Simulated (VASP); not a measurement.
# Ti (P6_3/mmc) in VASP: settings compared, part 2 of 2

VASP 6.6.1.

### 5 Single point, revPBE

INCAR reads:

```
SYSTEM = Ti
  PREC = Accurate
  ENCUT = 520
  EDIFF = 1E-6
  ISMEAR = -1
  SIGMA = 0.05
  LREAL = .False.
  LASPH = .True.
  NELM = 80
  ALGO = Normal
  ISIF = 2
  LWAVE = .False.
  LCHARG = .False.
  GGA = RE
  NBANDS = 19
```

KPOINTS reads:

```
regular mesh
0
Gamma
  6 6 3
  0 0 0
```

POSCAR reads:

```
Ti
1.0
    2.9500000000      0.0000000000      0.0000000000
   -1.4750000000      2.5547749412      0.0000000000
    0.0000000000      0.0000000000      4.6800000000
Ti
2
Direct
    0.6666666667      0.3333333333      0.7500000000
    0.3333333333      0.6666666667      0.2500000000
```

Potentials or basis: VASP PAW PBE potentials, release 64 (Ti_sv).

Launch:

```bash
> cat potpaw_PBE.64/Ti_sv/POTCAR > POTCAR
> mpirun -np 1 vasp_std > vasp.out
```

OUTCAR:

```text
SYSTEM = Ti
   PREC = Accurate
   ENCUT = 520
   EDIFF = 1E-6
   ISMEAR = -1
   LREAL = .False.
   LASPH = .True.
   NELM = 80
   ISIF = 2
   GGA = RE

 ion  position               nearest neighbor table
   1  0.667  0.333  0.750-   2 2.89   2 2.89   2 2.89   2 2.89   2 2.89   2 2.89
   2  0.333  0.667  0.250-   1 2.89   1 2.89   1 2.89   1 2.89   1 2.89   1 2.89

  LATTYP: Found a hexagonal cell.
 ALAT       =     2.9500000000
 C/A-ratio  =     1.5864406780

  Lattice vectors:

 A1 = (   2.9500000000,   0.0000000000,   0.0000000000)
 A2 = (  -1.4750000000,   2.5547749412,   0.0000000000)
 A3 = (   0.0000000000,   0.0000000000,   4.6800000000)

Analysis of symmetry for initial positions (statically):
=====================================================================
 Subroutine PRICEL returns:
 Original cell was already a primitive cell.

 Routine SETGRP: Setting up the symmetry group for a
 hexagonal supercell.

 Subroutine GETGRP returns: Found 24 space group operations
[... 151 lines left out ...]
  ---------------------------------------------------
  free energy    TOTEN  =       -15.02396593 eV

  energy without entropy =      -14.99569705  energy(sigma->0) =      -15.00983149

 E-fermi :   8.3005     XC(G=0): -11.3483

 val. band max:        8.2542278747   @ k =   0.1667   0.0000   0.0000
 cond. band min:       8.3388607217   @ k =   0.3333   0.1667   0.3333
 fundamental gap:      0.0846328469
 Fermi energy:         8.3005313641

 k-point     1 :       0.0000    0.0000    0.0000
  band No.  band energies     occupation
      1     -48.7431      2.00000
      2     -48.6167      2.00000
      3     -25.2595      2.00000
      4     -24.6488      2.00000
      5     -24.6488      2.00000
      6     -24.5931      2.00000
[... 285 lines left out ...]
      6     -24.8510      2.00000
[... 11 lines left out ...]
     18      11.3305      0.00000
     19      14.7599      0.00000

------------------------ aborting loop because EDIFF is reached ----------------------------------------

  FORCE on cell =-STRESS in cart. coord.  units (eV):
  Direction    XX          YY          ZZ          XY          YZ          ZX
  --------------------------------------------------------------------------------------
  -------------------------------------------------------------------------------------
  Total        0.2273100      0.2273100      0.2091677      0.0000000     -0.0000000      0.0000000
  in kB       10.3254407     10.3254407      9.5013365      0.0000000     -0.0000000      0.0000000
  external PRESSURE =      10.0507393 kB  Pullay stress =       0.0000000 kB

 VOLUME and BASIS-vectors are now :
 -----------------------------------------------------------------------------
  energy-cutoff  :      520.00
  volume of cell :       35.27
      direct lattice vectors                 reciprocal lattice vectors
     2.950000000  0.000000000  0.000000000     0.338983051  0.195711956  0.000000000
    -1.475000000  2.554774941  0.000000000     0.000000000  0.391423911  0.000000000
     0.000000000  0.000000000  4.680000000     0.000000000  0.000000000  0.213675214

 POSITION                                       TOTAL-FORCE (eV/Angst)
 -----------------------------------------------------------------------------------
      1.47500      0.85159      3.51000         0.000000      0.000000      0.000000
     -0.00000      1.70318      1.17000        -0.000000      0.000000      0.000000
 -----------------------------------------------------------------------------------
    total drift:                               -0.000000      0.000000     -0.000000

  FREE ENERGIE OF THE ION-ELECTRON SYSTEM (eV)
  ---------------------------------------------------
  free  energy   TOTEN  =       -15.0239659318 eV

  energy  without entropy=      -14.9956970486  energy(sigma->0) =      -15.00983149
```

It took 17 s on 1 thread of Intel Xeon 8259CL, shared host; peak memory 0.15 GiB.

What came out:

- Free energy: -15.0240 eV
- Pressure: 1.0 GPa
- Band gap on the k mesh: zero (bands 12 and 13 overlap by 0.87 eV)

Caveat: the k points lie up to 0.45 Å⁻¹ apart, too coarse for converged energies and pressures of a metal; the PAW data sets were made with another functional, which shifts forces and pressure a little.

### 6 Single point, PBEsol

This run uses another cell than the first one, of 13.90 Å³/atom.

INCAR reads:

```
SYSTEM = Ti
ALGO     = Normal         ! electronic algorithm
EDIFF    = 1E-7           ! SCF threshold, eV
ENCUT    = 520            ! plane-wave cutoff, eV
GGA      = PS             ! functional
ISIF     = 2              ! what is computed and relaxed
ISMEAR   = -1             ! smearing method
LASPH    = .TRUE.         ! aspherical terms in the spheres
LCHARG   = .TRUE.         ! write CHGCAR
LELF     = .TRUE.         ! ELF
LREAL    = .FALSE.        ! projectors in reciprocal space
LVHAR    = .TRUE.       
LWAVE    = .FALSE.        ! write WAVECAR
NBANDS   = 19             ! bands
NELM     = 80             ! most SCF steps
PREC     = Accurate       ! precision mode
SIGMA    = 0.05           ! smearing width, eV
```

KPOINTS reads:

```
k-points
0
G
  10 10 6
  0 0 0
```

POSCAR reads:

```
Ti
1.0
    2.7214866068      0.0000000000      0.0000000000
   -1.3607433034      2.3568765375      0.0000000000
    0.0000000000      0.0000000000      4.3329736836
Ti
2
Direct
    0.6666666667      0.3333333333      0.7500000000
    0.3333333333      0.6666666667      0.2500000000
```

Potentials or basis: VASP PAW PBE potentials, release 64 (Ti_sv).

Launch:

```bash
> cat potpaw_PBE.64/Ti_sv/POTCAR > POTCAR
> mpirun -np 1 vasp_std > vasp.out
```

OUTCAR:

```text
SYSTEM = Ti
   EDIFF = 1E-7
   ENCUT = 520
   GGA = PS
   ISIF = 2
   ISMEAR = -1
   LASPH = .TRUE.
   LREAL = .FALSE.
   NELM = 80
   PREC = Accurate

 ion  position               nearest neighbor table
   1  0.667  0.333  0.750-   2 2.68   2 2.68   2 2.68   2 2.68   2 2.68   2 2.68
   2  0.333  0.667  0.250-   1 2.68   1 2.68   1 2.68   1 2.68   1 2.68   1 2.68

  LATTYP: Found a hexagonal cell.
 ALAT       =     2.7214866068
 C/A-ratio  =     1.5921348548

  Lattice vectors:

 A1 = (   2.7214866068,   0.0000000000,   0.0000000000)
[... 190 lines left out ...]
      4     -21.2897      2.00000
      5     -21.2897      2.00000
      6     -21.1305      2.00000
[... 505 lines left out ...]
      6     -21.5940      2.00000
[... 11 lines left out ...]
     18      15.2860      0.00000
     19      16.3207      0.00000

 [... further k-points ...]
[... 5 lines left out ...]
  --------------------------------------------------------------------------------------
  -------------------------------------------------------------------------------------
  Total        5.0694759      5.0694759      5.0794600      0.0000000      0.0000000      0.0000000
  in kB      292.2432959    292.2432959    292.8188573      0.0000000      0.0000000      0.0000000
  external PRESSURE =     292.4351497 kB  Pullay stress =       0.0000000 kB

 VOLUME and BASIS-vectors are now :
 -----------------------------------------------------------------------------
  energy-cutoff  :      520.00
  volume of cell :       27.79
      direct lattice vectors                 reciprocal lattice vectors
     2.721486607  0.000000000  0.000000000     0.367446232  0.212145181  0.000000000
    -1.360743303  2.356876537  0.000000000     0.000000000  0.424290362  0.000000000
     0.000000000  0.000000000  4.332973684     0.000000000  0.000000000  0.230788385

 POSITION                                       TOTAL-FORCE (eV/Angst)
 -----------------------------------------------------------------------------------
      1.36074      0.78563      3.24973         0.000000      0.000000      0.000000
     -0.00000      1.57125      1.08324        -0.000000     -0.000000      0.000000
 -----------------------------------------------------------------------------------
    total drift:                                0.000000     -0.000000      0.000000

  FREE ENERGIE OF THE ION-ELECTRON SYSTEM (eV)
  ---------------------------------------------------
  free  energy   TOTEN  =       -16.2374766414 eV

  energy  without entropy=      -16.2238450736  energy(sigma->0) =      -16.23066086
```

OSZICAR:

```text
N       E                     dE             d eps       ncg     rms          rms(c)
DAV:   1     0.259764238830E+03    0.25976E+03   -0.12954E+04  2168   0.166E+03
DAV:   2     0.119102505974E+02   -0.24785E+03   -0.24332E+03  2197   0.445E+02
DAV:   3    -0.168084522811E+02   -0.28719E+02   -0.28162E+02  3922   0.125E+02
DAV:   4    -0.177323448661E+02   -0.92389E+00   -0.92261E+00  2404   0.239E+01
DAV:   5    -0.177674878396E+02   -0.35143E-01   -0.35141E-01  3061   0.353E+00    0.160E+01
DAV:   6    -0.161967851671E+02    0.15707E+01   -0.50104E+00  2623   0.246E+01    0.499E+00
DAV:   7    -0.161960282192E+02    0.75695E-03   -0.81474E-01  3179   0.725E+00    0.236E+00
DAV:   8    -0.162468865988E+02   -0.50858E-01   -0.32827E-01  2289   0.636E+00    0.111E+00
DAV:   9    -0.162367157539E+02    0.10171E-01   -0.63465E-02  2360   0.293E+00    0.135E-01
DAV:  10    -0.162375035930E+02   -0.78784E-03   -0.42644E-03  2710   0.422E-01    0.801E-02
DAV:  11    -0.162374838805E+02    0.19712E-04   -0.27870E-04  2943   0.128E-01    0.276E-02
DAV:  12    -0.162374772574E+02    0.66231E-05   -0.22356E-05  2595   0.471E-02    0.483E-03
DAV:  13    -0.162374762470E+02    0.10104E-05   -0.24701E-06  2563   0.197E-02    0.255E-03
DAV:  14    -0.162374764619E+02   -0.21493E-06   -0.17227E-07  1971   0.382E-03    0.367E-04
DAV:  15    -0.162374766477E+02   -0.18581E-06   -0.10636E-07  1430   0.188E-03    0.100E-04
DAV:  16    -0.162374766414E+02    0.63042E-08   -0.18628E-08  1076   0.112E-03
   1 F= -.16237477E+02 E0= -.16230661E+02  d E =-.136316E-01
```

Wall time 49 s (1 thread of Intel Xeon 8259CL, shared host); peak memory 0.15 GiB.

What came out:

| Property | Result |
| --- | --- |
| Free energy | -16.2375 eV |
| Pressure | 29.2 GPa |
| Band gap on the k mesh | zero (bands 12 and 13 overlap by 1.09 eV) |

Caveat: the cell stands under pressure; the PAW data sets were made with another functional, which shifts forces and pressure a little.

### 7 Summary

| level | potentials or basis | U | cell | k mesh | cutoff (eV) | smearing | gap on the mesh (eV) | pressure (GPa) |
| --- | --- | --- | --- | --- | --- | --- | --- | --- |
| PBE+U | VASP PAW PBE potentials, release 64 (Ti_sv) | Ti d U = 6.0 eV | a = 2.950, b = 2.950, c = 4.680 Å, angles 90.0, 90.0, 120.0°, 2 atoms | 10 × 10 × 6 | 500 | gaussian 0.025 eV | none | 11.8 |
| LDA | VASP PAW LDA potentials, release 64 (Ti_sv) | - | a = 2.950, b = 2.950, c = 4.680 Å, angles 90.0, 90.0, 120.0°, 2 atoms | 6 × 6 × 3 | 520 | fermi-dirac 0.05 eV | none | -9.3 |
| PBEsol | VASP PAW PBE potentials, release 64 (Ti_sv) | - | a = 2.950, b = 2.950, c = 4.680 Å, angles 90.0, 90.0, 120.0°, 2 atoms | 6 × 6 × 3 | 520 | fermi-dirac 0.05 eV | none | -5.4 |
| revPBE | VASP PAW PBE potentials, release 64 (Ti_sv) | - | a = 2.950, b = 2.950, c = 4.680 Å, angles 90.0, 90.0, 120.0°, 2 atoms | 6 × 6 × 3 | 520 | fermi-dirac 0.05 eV | none | 1.0 |
| PBEsol | VASP PAW PBE potentials, release 64 (Ti_sv) | - | a = 2.721, b = 2.721, c = 4.333 Å, angles 90.0, 90.0, 120.0°, 2 atoms | 10 × 10 × 6 | 520 | fermi-dirac 0.05 eV | none | 29.2 |

Alike in all rows: task single point; no spin polarisation.

Caveats: some runs use coarse meshes; the PAW data sets were made with another functional, which shifts forces and pressure a little (at least some runs); the cell stands under pressure (at least some runs); U without spin polarisation on a metal has little footing (at least some runs); the U is typed as a test and isn't derived for this compound (at least some runs).

Total energies depend on the potentials used, so only differences within one code and one set of settings carry meaning.
